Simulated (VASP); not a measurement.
Write the native input for VASP 6.6.1 that does the following.

```yaml
Task: relaxation of shape and atoms at fixed volume
Functional: PBE
Potentials_or_basis: VASP PAW PBE potentials, release 64 (Pb_d, Se)
Cutoff: 600 eV
k_mesh: 8 × 8 × 6
Occupations: gaussian, width 0.05 eV
Spin: no spin polarisation
Dipole_correction: no
Further_INCAR_settings: ALGO = Normal; EDIFF = 1e-06; IBRION = 2; EDIFFG = -0.01; NSW = 60; ISIF = 4
```

The structure of PbSe lies in POSCAR:

```
PbSe
1.0
    4.2992775392      0.0000000000      0.0000000000
   -2.1496387696      3.7232835669      0.0000000000
    0.0000000000      0.0000000000      7.6946380998
Pb Se
2 2
Direct
    0.3333333333      0.6666666667      0.2500000000
    0.6666666667      0.3333333333      0.7500000000
    0.0000000000      0.0000000000      0.0000000000
    0.0000000000      0.0000000000      0.5000000000
```

These files were run (other wordings do the same):

INCAR

```
SYSTEM = PbSe
ALGO     = Normal         ! electronic algorithm
EDIFF    = 1E-6           ! SCF threshold, eV
EDIFFG   = -0.01          ! ionic threshold
ENCUT    = 600            ! plane-wave cutoff, eV
GGA      = PE             ! functional
IBRION   = 2              ! ionic algorithm
ISIF     = 4              ! what is computed and relaxed
ISMEAR   = 0              ! smearing method
LASPH    = .True.         ! aspherical terms in the spheres
LCHARG   = .False.        ! write CHGCAR
LREAL    = .False.        ! projectors in reciprocal space
LWAVE    = .False.        ! write WAVECAR
NELM     = 60             ! most SCF steps
NSW      = 60             ! ionic steps
PREC     = Accurate       ! precision mode
SIGMA    = 0.05           ! smearing width, eV
```

KPOINTS

```
k-points
0
Gamma
  8 8 6
  0 0 0
```

Potentials or basis: VASP PAW PBE potentials, release 64 (Pb_d, Se).

Command:

```console
$ cat potpaw_PBE.64/Pb_d/POTCAR potpaw_PBE.64/Se/POTCAR > POTCAR
$ mpirun -np 1 vasp_std > vasp.out
```

It gave:

| Quantity | Value |
| --- | --- |
| Energy gained by relaxing | 0.0 meV/atom |
| Ionic steps | 3 |
| Pressure after relaxing | -0.8 GPa |
| Band gap on the k mesh | 0.30 eV (least direct gap 0.33 eV) |

Caveat: spin-orbit coupling is left out, which moves the levels of the heavy elements.

Run time: 4.2 min on 1 thread of Intel(R) Xeon(R) Platinum 8375C CPU @ 2.90GHz (Ice Lake), with other jobs on the host, peak memory 0.36 GiB.
